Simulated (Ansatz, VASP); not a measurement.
# Re, level by level in two programs

```
Re
1.0
     2.72349    0.00000    0.00000
    -1.36174    2.35861    0.00000
     0.00000    0.00000    4.39795
Re
2
Cartesian
  1.3617 0.7862 3.2985
  0.0000 1.5724 1.0995
```

Single points on this cell with VASP 6.6.1 and Ansatz 0.2.0. Each row is one pair of runs. Alike in all rows: spin: off; k mesh: 11 × 11 × 6; smearing: fermi-dirac, width 0.05 eV.

| level | VASP's potentials, cutoff | Ansatz's potentials, cutoff | gap on the k mesh at the Fermi level (eV), VASP | gap on the k mesh at the Fermi level (eV), Ansatz | pressure (GPa), VASP | pressure (GPa), Ansatz |
| --- | --- | --- | --- | --- | --- | --- |
| LDA | VASP PAW LDA potentials, release 64 (Re), 520 eV | Ansatz PAW, 420 eV | none | none | 7.7 | 5.9 |
| r2SCAN | VASP PAW PBE potentials, release 64 (Re), 520 eV | Ansatz PAW, 500 eV | none | ? | 17.2 | ? |
| PBE+D3(BJ) | VASP PAW PBE potentials, release 64 (Re), 520 eV | Ansatz PAW, 420 eV | none | none | 15.3 | 15.4 |
| revPBE | VASP PAW PBE potentials, release 64 (Re), 520 eV | Ansatz PAW, 420 eV | none | none | 26.1 | 26.3 |
| BLYP+D3(BJ) | VASP PAW PBE potentials, release 64 (Re), 520 eV | Ansatz PAW, 420 eV | none | none | 21.3 | 18.2 |
| LDA | VASP PAW LDA potentials, release 64 (Re), 520 eV | JTH PAW LDA, 1290 eV | none | none | 7.7 | 5.9 |

Problem. Fill in what Ansatz gave in row 2.

Solution. gap on the k mesh at the Fermi level (eV): none; pressure (GPa): 16.8.

VASP's potentials hold 14 valence electrons a cell and Ansatz's 30, so a difference there can come from the potentials and not from the codes.

A gap of «none» marks a metal or a gap that the smearing closes.

Spin-orbit coupling is off throughout.
